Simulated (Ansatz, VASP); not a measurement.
# AlN: VASP beside Ansatz

The input INCAR:

```
PREC = Accurate
ENCUT = 520
EDIFF = 1E-6
ISMEAR = 0
SIGMA = 0.05
LREAL = F
LASPH = T
NELM = 100
ALGO = Normal
ISIF = 2
LWAVE = F
LCHARG = T
GGA = CA
LELF = T
LVHAR = T
NBANDS = 26
```

KPOINTS

```
Automatic mesh
0
Gamma
  8 8 3
```

The input POSCAR:

```
AlN
1.0
   -3.0886152975      0.0000000000      0.0000000000
   -1.5443076488     -2.6748193102      0.0000000000
   -0.3860769122     -0.6687048275      9.8871685333
Al N
4 4
Direct
    0.3333333333      0.1072057062      0.9045105086
    0.3333333333      0.2322057062      0.4045105086
    0.6666666667      0.6280390395      0.1545105086
    0.6666666667      0.5030390395      0.6545105086
    0.3333333333      0.3094609605      0.0954894914
    0.3333333333      0.1844609605      0.5954894914
    0.6666666667      0.5802942938      0.3454894914
    0.6666666667      0.4552942938      0.8454894914
```

Input for Ansatz:

```yaml
crystal:
  lattice:
    - [-3.0886152975, 0.0, 0.0]
    - [-1.5443076488, -2.6748193102, 0.0]
    - [-0.3860769122, -0.6687048275, 9.8871685333]
  atoms:
    - { symbol: Al, position: [0.3333333333, 0.1072057062, 0.9045105086] }
    - { symbol: Al, position: [0.3333333333, 0.2322057062, 0.4045105086] }
    - { symbol: Al, position: [0.6666666667, 0.6280390395, 0.1545105086] }
    - { symbol: Al, position: [0.6666666667, 0.5030390395, 0.6545105086] }
    - { symbol: "N", position: [0.3333333333, 0.3094609605, 0.0954894914] }
    - { symbol: "N", position: [0.3333333333, 0.1844609605, 0.5954894914] }
    - { symbol: "N", position: [0.6666666667, 0.5802942938, 0.3454894914] }
    - { symbol: "N", position: [0.6666666667, 0.4552942938, 0.8454894914] }
basis:
  ecutwfc: 520.0
kpoints:
  mp_grid: { grid: [8, 8, 3] }
hamiltonian:
  xc: lda
  pseudopotentials: { kind: paw, azcp: { folder: soft_1 } }
scf:
  occupations: { method: gaussian, width: 0.05 }
output:
  forces: true
  stress: true
  eigenvalues: true
```

Alike in both runs: task single point; functional LDA; k mesh 8 × 8 × 3; occupations gaussian, width 0.05 eV; no spin polarisation.

|  | VASP | Ansatz |
| --- | --- | --- |
| version | VASP 6.6.1 | Ansatz 0.2.0 |
| potentials or method | VASP PAW LDA potentials, release 64 (Al, N), cutoff 520 eV | scalar-relativistic, plane waves, PAW |
| valence electrons in the cell | 32 | 32 |

|  | VASP | Ansatz | Ansatz less VASP |
| --- | --- | --- | --- |
| gap on the k mesh at the Fermi level (eV) | 3.80 | 3.82 | +0.016 |
| least direct gap on the mesh (eV) | 3.83 | 3.82 | -0.006 |
| pressure (GPa) | -0.3 | -0.9 | -0.62 |
| traceless stress, the component that is largest in VASP (GPa) | 5.23 | 5.23 | 0.000 |
| rms of the force components (eV/Å) | 0.417 | 0.417 | -0.0003 |

Ansatz warns that its potentials were made for another functional, while VASP's fit it. LDA's correlation is that of Perdew and Zunger in VASP and of Perdew and Wang (1992) in Ansatz. Atom by atom the forces differ by 0.005 eV/Å (rms over components).
